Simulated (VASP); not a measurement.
Runs of VASP 6.6.1 on Ni. It takes space group Im-3m (No. 229, cubic). Conventional cell: a = 2.767 Å, b = 2.767 Å, c = 2.767 Å, α = 90.00°, β = 90.00°, γ = 90.00°. Within 3.2 Å of Ni (site symmetry m-3m) lie 14 Ni at 2.40 to 2.77 Å. 

| task | spin | fixed moment (μB) | k mesh for the DOS | occupations for the DOS | pressure (GPa) | moment (μB) |
| --- | --- | --- | --- | --- | --- | --- |
| single point | collinear, zero start | 0.0 | - | - | -11.9 | 0.00 |
| single point | collinear, ferromagnetic start | 0.19 | - | - | -11.7 | 0.19 |
| single point | collinear, ferromagnetic start | 0.42 | - | - | -10.9 | 0.42 |
| density of states | collinear, ferromagnetic start | - | 26 × 26 × 26 | tetrahedron | - | (b) |
| single point | collinear, ferromagnetic start | 0.61 | - | - | -9.8 | 0.61 |
| single point | collinear, ferromagnetic start | 0.38 | - | - | -11.1 | 0.38 |
| single point | collinear, ferromagnetic start | 0.54 | - | - | -10.2 | 0.54 |
| single point | collinear, ferromagnetic start | 0.28 | - | - | (a) | 0.28 |
| single point | collinear, ferromagnetic start | 0.09 | - | - | -11.9 | 0.09 |

Alike in all rows: level LDA; potentials or basis VASP PAW LDA potentials, release 64 (Ni); cell as given; k mesh 17 × 17 × 17; cutoff (eV) 520; smearing fermi-dirac 0.05 eV.

**Question.** Fill in the values left out.

**Answer.** (a) -11.4; (b) 0.41.

Caveats: the total moment is fixed, so each spin has its own Fermi level (some runs); tetrahedron occupations give inexact forces and stress in metals (some runs).
